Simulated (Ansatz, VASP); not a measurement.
**Ca in VASP and in Ansatz**

INCAR

```
ALGO = Normal ; EDIFF = 1E-6
ENCUT = 520 ; GGA = PE
ISIF = 2 ; ISMEAR = -1
LASPH = T ; LCHARG = T
LELF = T ; LREAL = F
LVHAR = T ; LWAVE = F
NBANDS = 17 ; NELM = 80
PREC = Accurate ; SIGMA = 0.1
```

The input KPOINTS:

```
k-points
0
Gamma
  11 11 11
```

POSCAR

```
Ca
1.0
    0.0000000000      4.4003285491      4.4003285491
    4.4003285491      0.0000000000      4.4003285491
    4.4003285491      4.4003285491      0.0000000000
Ca
2
Direct
    0.1250000000      0.1250000000      0.1250000000
    0.8750000000      0.8750000000      0.8750000000
```

Input for Ansatz:

```yaml
crystal:
  lattice:
    - [0.0, 4.4003285491, 4.4003285491]
    - [4.4003285491, 0.0, 4.4003285491]
    - [4.4003285491, 4.4003285491, 0.0]
  atoms:
    - { symbol: Ca, position: [0.125, 0.125, 0.125] }
    - { symbol: Ca, position: [0.875, 0.875, 0.875] }
hamiltonian:
  xc: pbe
  pseudopotentials:
    kind: paw
    azcp:
      Ca: "pseudopotentials/Ca.paw.azcp"
basis:
  ecutwfc: 420
  fft_grid_basis: typed
kpoints:
  mp_grid: { grid: [11, 11, 11], shift: [0, 0, 0] }
magnetization:
  spin_polarized: false
scf:
  occupations: { method: fermi_dirac, width: 0.1 }
output:
  stress: true
```

Alike in both runs: task single point; functional PBE; k mesh 11 × 11 × 11; occupations fermi-dirac, width 0.1 eV; no spin polarisation.

|  | VASP | Ansatz |
| --- | --- | --- |
| version | VASP 6.6.1 | Ansatz 0.2.0 |
| potentials or method | VASP PAW PBE potentials, release 64 (Ca_sv), cutoff 520 eV | plane waves (420 eV) with PAW, scalar-relativistic |
| valence electrons in the cell | 20 | 20 |

|  | VASP | Ansatz | Ansatz less VASP |
| --- | --- | --- | --- |
| pressure (GPa) | -0.3 | -0.3 | 0.00 |
